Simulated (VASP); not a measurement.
Here is a VASP 6.6.1 calculation.

INCAR

```
SYSTEM = AlCo
PREC     = Accurate       ! precision mode
ENCUT    = 520            ! plane-wave cutoff, eV
EDIFF    = 1E-6           ! SCF threshold, eV
ISMEAR   = 0              ! smearing method
SIGMA    = 0.1            ! smearing width, eV
LREAL    = .False.        ! projectors in reciprocal space
LASPH    = .True.         ! aspherical terms in the spheres
NELM     = 100            ! most SCF steps
ALGO     = Fast           ! electronic algorithm
ISIF     = 2              ! what is computed and relaxed
LWAVE    = .False.        ! write WAVECAR
LCHARG   = .False.        ! write CHGCAR
LDIPOL   = .True.       
IDIPOL   = 3            
DIPOL    = 0.5 0.5 0.500
GGA      = CA             ! functional
NBANDS   = 48             ! bands
```

KPOINTS

```
regular mesh
0
Gamma
  12 9 1
  0 0 0
```

File POSCAR:

```
AlCo
1.0
    2.7937192601      0.0000000000      0.0000000000
    0.0000000000      3.9509156671      0.0000000000
    0.0000000000      0.0000000000     24.8772891678
Al Co
6 6
Direct
    0.0000000000      0.5000000000      0.2969125505
    0.0000000000      0.0000000000      0.3807925413
    0.0000000000      0.5000000000      0.4599367925
    0.0000000000      0.0000000000      0.5400631970
    0.0000000000      0.5000000000      0.6192074967
    0.0000000000      0.0000000000      0.7030874103
    0.5000000000      0.0000000000      0.3051714720
    0.5000000000      0.5000000000      0.3814152953
    0.5000000000      0.0000000000      0.4605746989
    0.5000000000      0.5000000000      0.5394252911
    0.5000000000      0.0000000000      0.6185846715
    0.5000000000      0.5000000000      0.6948285830
```

Potentials or basis: VASP PAW LDA potentials, release 64 (Al, Co).

The run is started by

```console
$ cat potpaw_LDA.64/Al/POTCAR potpaw_LDA.64/Co/POTCAR > POTCAR
$ mpirun -np 1 vasp_std > vasp.out
```

What does it give for the largest force?

0.028 eV/Å.

What does it give for the band gap on the k mesh?

Zero (bands 36 and 37 overlap by 1.19 eV).

Forces on the atoms (eV/Å):
```
Al   0.000  0.000  0.002
Al   0.000  0.000  0.013
Al   0.000  0.000  0.007
Al   0.000  0.000 -0.007
Al   0.000  0.000 -0.013
Al   0.000  0.000 -0.002
Co   0.000  0.000 -0.028
Co   0.000  0.000 -0.014
Co   0.000  0.000 -0.002
Co   0.000  0.000  0.002
Co   0.000  0.000  0.014
Co   0.000  0.000  0.028
```

Caveat: the run has no spin polarisation, though such a crystal can be magnetic. Spin polarisation is off, so any magnetic state and its effect on volume and gap are missing.
